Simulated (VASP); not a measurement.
Write the native input for VASP 6.6.1 that does the following.

| Item | Value |
| --- | --- |
| Task | single point |
| Functional | PBE |
| Potentials or basis | VASP PAW PBE potentials, release 64 (Ti_sv) |
| Cutoff | 500 eV |
| k mesh | 12 × 12 × 14 |
| Occupations | gaussian, width 0.15 eV |
| Spin | no spin polarisation |
| Dipole correction | no |
| Further INCAR settings | ALGO = Normal; EDIFF = 1e-06; NBANDS = 25 |

The structure of Ti lies in POSCAR:

```
Ti
1.0
    4.5790987804      0.0000000000      0.0000000000
   -2.2895493902      3.9656158702      0.0000000000
    0.0000000000      0.0000000000      2.8317615649
Ti
3
Direct
   -0.0164442838      0.0000000000      0.0000000000
    0.3415554752      0.6666666667      0.4491482610
    0.6748888086      0.3333333333      0.5508517390
```

This cell differs from its parent crystal: atoms displaced along several vibrational modes.

These files were run (other wordings do the same):

INCAR

```
SYSTEM = Ti
ALGO = Normal ; EDIFF = 1E-6
ENCUT = 500 ; GGA = PE
GGA_COMPAT = .False. ; ISIF = 2
ISMEAR = 0 ; LASPH = .True.
LCHARG = .True. ; LELF = .True.
LREAL = .False. ; LVHAR = .True.
LWAVE = .False. ; NBANDS = 25
NELM = 120 ; PREC = Accurate
SIGMA = 0.15
```

KPOINTS

```
k-points
0
Gamma
  12 12 14
  0 0 0
```

Potentials or basis: VASP PAW PBE potentials, release 64 (Ti_sv).

Command:

```console
$ cat potpaw_PBE.64/Ti_sv/POTCAR > POTCAR
$ mpirun -np 1 vasp_std > vasp.out
```

Results of the run:

```json
{
  "Pressure": "0.2 GPa",
  "Largest force": "0.497 eV/Å",
  "Band gap on the k mesh": "zero (bands 18 and 19 overlap by 0.30 eV)"
}
```

Caveat: the cell differs from its parent crystal (atoms displaced along several vibrational modes).

Wall time 17 min on 1 thread of Oxide Virtual Turin-like Processor (shared host), peak memory 0.54 GiB.
